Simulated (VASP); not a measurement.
Wanted: the native input for a VASP 6.6.1 run.

```yaml
Task: electric field gradients
Functional: PBE
Potentials_or_basis: VASP PAW PBE potentials, release 64 (Ge_d)
Cutoff: 520 eV
k_mesh: 6 × 6 × 6
Occupations: fermi-dirac, width 0.05 eV
Spin: no spin polarisation
Dipole_correction: no
Further_INCAR_settings: ALGO = Normal; EDIFF = 1e-08; NBANDS = 21
```

The structure of Ge lies in POSCAR:

```
Ge
1.0
    0.0000000000      2.8287700000      2.8287700000
    2.8287700000      0.0000000000      2.8287700000
    2.8287700000      2.8287700000      0.0000000000
Ge
2
Direct
    0.5000000000      0.5000000000      0.5000000000
    0.7500000000      0.7500000000      0.7500000000
```

The input as run:

INCAR

```
SYSTEM = Ge
PREC = Accurate ; ENCUT = 520
EDIFF = 1E-8 ; ISMEAR = -1
SIGMA = 0.05 ; LREAL = .FALSE.
LASPH = .TRUE. ; NELM = 80
ALGO = Normal ; ISIF = 2
LWAVE = .FALSE. ; LCHARG = .FALSE.
GGA = PE ; LEFG = .TRUE.
NBANDS = 21
```

KPOINTS

```
Automatic mesh
0
G
  6 6 6
  0 0 0
```

Potentials or basis: VASP PAW PBE potentials, release 64 (Ge_d).

Command:

```console
$ cat potpaw_PBE.64/Ge_d/POTCAR > POTCAR
$ mpirun -np 1 vasp_std > vasp.out
```

It gave:

```yaml
Pressure: 3.6 GPa
```

Caveat: without QUAD_EFG the Cq values of the log hold for a quadrupole moment of 1 mb, not for the nuclei.

Run time: 19 s on 1 thread of Intel(R) Xeon(R) Platinum 8259CL CPU @ 2.50GHz (Skylake/Cascade Lake) (shared host), peak memory 0.16 GiB.
